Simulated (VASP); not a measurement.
Fe3Ge:

```
Fe Ge
1.0
     0.00000    2.87559    2.87559
     2.87559    0.00000    2.87559
     2.87559    2.87559    0.00000
Fe Ge
3 1
Direct
  0.50000 0.50000 0.50000
  0.25000 0.25000 0.25000
  0.75000 0.75000 0.75000
  0.00000 0.00000 0.00000
```

Base run:

* Program: VASP 6.6.1
* Functional: PBEsol
* Potentials or basis: VASP PAW PBE potentials, release 64 (Fe, Ge_d)
* Cutoff: 520 eV
* k mesh: 7 × 7 × 7
* Occupations: methfessel-paxton, width 0.5 eV
* Spin: collinear spin, ferromagnetic start
* Starting moments: [3.5, 3.5, 3.5, 0.0] μB

Its results: pressure -10.4 GPa; net moment 5.81 μB per cell; site moments Fe +2.55, +1.66 (each value once); Ge -0.08 μB.

Problem. The run is repeated on the same cell with these changes: occupations from methfessel-paxton, width 0.5 eV to methfessel-paxton, width 0.1 eV. What comes out?

Solution. Pressure -9.5 GPa; net moment 5.97 μB per cell; site moments Fe +2.53, +1.75 (each value once); Ge -0.07 μB.

Caveats: the cell stands under tension; the PAW data sets were made with another functional, which shifts forces and pressure a little; so wide a smearing shifts energies and pressures (at least some runs).
